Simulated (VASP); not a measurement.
**CdS: relaxation of the atoms with PBE**

CdS:

```
Cd S
1.0
     0.00000    2.91650    2.91650
     2.91650    0.00000    2.91650
     2.91650    2.91650    0.00000
Cd S
1 1
Direct
  0.00000 0.00000 0.00000
  0.25000 0.25000 0.25000
```

```json
{
 "Program": "VASP 6.6.1",
 "Task": "relaxation of the atoms",
 "Functional": "PBE",
 "Potentials or basis": "VASP PAW PBE potentials, release 64 (Cd, S)",
 "Cutoff": "520 eV",
 "k mesh": "13 × 13 × 13",
 "Occupations": "fermi-dirac, width 0.02 eV",
 "Spin": "no spin polarisation",
 "Dipole correction": "no",
 "Further INCAR settings": "ALGO = Normal; EDIFF = 1e-06; IBRION = 2; EDIFFG = -0.02; NSW = 80"
}
```

```
Pressure after relaxing : 3.2 GPa
Band gap on the k mesh  : 1.15 eV
```

Final structure:
```
Cd S
1.0
     0.00000    2.91650    2.91650
     2.91650    0.00000    2.91650
     2.91650    2.91650    0.00000
Cd S
1 1
Direct
  0.00000 0.00000 0.00000
  0.25000 0.25000 0.25000
```

Levels at points of the mesh, in eV from the valence-band top:
| k point | band 5 | band 6 | band 7 | band 8 | band 9 | band 10 | band 11 | band 12 | band 13 |
| --- | --- | --- | --- | --- | --- | --- | --- | --- | --- |
| (0.00, 0.00, 0.00) | -7.25 | -7.25 | 0.00 | 0.00 | 0.00 | 1.15 | 6.55 | 6.55 | 6.55 |

It took 16 s on 1 thread of Intel(R) Xeon(R) 6975P-C (Granite Rapids), with other jobs on the host, peak memory 0.21 GiB.

Caveat: the relaxation stopped at its first step, so nothing moved; an odd mesh through Γ misses points on the zone boundary, where band edges can lie.
